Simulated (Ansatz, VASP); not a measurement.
**Ca in VASP and in Ansatz**

File INCAR:

```
SYSTEM = Ca
PREC = Accurate
ENCUT = 520
EDIFF = 1E-6
ISMEAR = 0
SIGMA = 0.15
LREAL = .FALSE.
LASPH = .TRUE.
NELM = 80
ALGO = Fast
ISIF = 2
LWAVE = .FALSE.
LCHARG = .FALSE.
GGA = PS
NBANDS = 11
```

The input KPOINTS:

```
regular mesh
0
G
  16 16 16
  0 0 0
```

The input POSCAR:

```
Ca
1.0
   -2.4334166995      2.4334166995      1.8980650256
    2.4334166995     -2.4334166995      1.8980650256
    2.4334166995      2.4334166995     -1.8980650256
Ca
1
Direct
    0.0000000000      0.0000000000      0.0000000000
```

Input for Ansatz:

```yaml
crystal:
  lattice:
    - [-2.4334166995, 2.4334166995, 1.8980650256]
    - [2.4334166995, -2.4334166995, 1.8980650256]
    - [2.4334166995, 2.4334166995, -1.8980650256]
  atoms:
    - { symbol: Ca, position: [0.0, 0.0, 0.0] }
basis:
  ecutwfc: 420
kpoints:
  mp_grid: { grid: [16, 16, 16] }
hamiltonian:
  xc: pbesol
scf:
  occupations: { method: gaussian, width: 0.15 }
output:
  forces: true
  stress: true
  eigenvalues: true
```

Alike in both runs: task single point; functional PBEsol; k mesh 16 × 16 × 16; occupations gaussian, width 0.15 eV; no spin polarisation.

```csv
,VASP,Ansatz
version,VASP 6.6.1,Ansatz 0.2.0
potentials or method,"VASP PAW PBE potentials, release 64 (Ca_sv), cutoff 520 eV","scalar-relativistic, plane waves, PAW"
valence electrons in the cell,10,10
```

|  | VASP | Ansatz | Ansatz less VASP |
| --- | --- | --- | --- |
| gap on the k mesh at the Fermi level (eV) | none | none | - |
| pressure (GPa) | -1.3 | -1.4 | -0.01 |
| traceless stress, the component that is largest in VASP (GPa) | 2.04 | 2.04 | -0.004 |

VASP's potentials were made for PBE, not for PBEsol. A gap of «none» marks a metal or a gap that the smearing closes.
